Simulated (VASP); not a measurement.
# Ga2O3: single point with PBE

Ga2O3:

```xyz
10
Lattice="2.4923 1.4389 4.5703 -2.4923 1.4389 4.5703 0.0000 -2.8778 4.5703" Properties=species:S:1:pos:R:3 pbc="T T T"
Ga    0.0000    0.0000   11.7187
Ga    0.0000    0.0000    4.8633
Ga    0.0000    0.0000    1.9921
Ga    0.0000    0.0000    8.8475
O     0.9773   -1.4389    5.7128
O    -1.7348   -0.1269    5.7128
O    -0.9773    1.4389    7.9979
O    -0.7575   -1.5658    7.9979
O     1.7348    0.1269    7.9979
O     0.7575    1.5658    5.7128
```

This cell differs from its parent crystal: uniaxial z strain +2.0%.

| Quantity | Value |
| --- | --- |
| Program | VASP 6.6.1 |
| Task | single point |
| Functional | PBE |
| Potentials or basis | VASP PAW PBE potentials, release 64 (Ga_d, O) |
| Cutoff | 520 eV |
| k mesh | 6 × 6 × 6 |
| Occupations | fermi-dirac, width 0.02 eV |
| Spin | no spin polarisation |
| Dipole correction | no |
| Further INCAR settings | ALGO = Normal; EDIFF = 1e-06; NBANDS = 55 |

```json
{
 "Pressure": "6.2 GPa",
 "Largest force": "0.054 eV/Å",
 "Band gap on the k mesh": "2.64 eV (least direct gap 2.86 eV)"
}
```

Forces on the atoms (eV/Å):
```
Ga   0.000  0.000  0.054
Ga   0.000  0.000  0.054
Ga   0.000  0.000 -0.054
Ga   0.000  0.000 -0.054
O    0.025  0.000  0.000
O   -0.012 -0.021  0.000
O   -0.025  0.000  0.000
O    0.012 -0.021  0.000
O    0.012  0.021  0.000
O   -0.012  0.021  0.000
```

Stress tensor (GPa, compression positive):
```
8.05 0.00 0.00
0.00 8.05 0.00
0.00 0.00 2.51
```

Levels at points of the mesh, in eV from the valence-band top:
```
           k point  band 41  band 42  band 43  band 44  band 45  band 46  band 47  band 48
(0.00, 0.00, 0.00)    -0.25    -0.25    -0.22    -0.22     2.64     6.47     6.84     8.92
(0.50, 0.00, 0.00)    -0.98    -0.98    -0.18    -0.18     6.18     6.18     6.62     6.62
(0.50, 0.50, 0.00)    -0.81    -0.74    -0.29    -0.16     6.34     6.56     7.54     7.54
(0.50, 0.50, 0.50)    -0.25    -0.25    -0.25    -0.25     5.72     5.72     7.66     7.66
```

Wall time 2.1 min on 1 thread of Intel(R) Xeon(R) 6975P-C (Granite Rapids), on a shared host, peak memory 0.29 GiB.

Caveat: the cell differs from its parent crystal (uniaxial z strain +2.0%); the cell stands under pressure. A k mesh can miss the band edges.
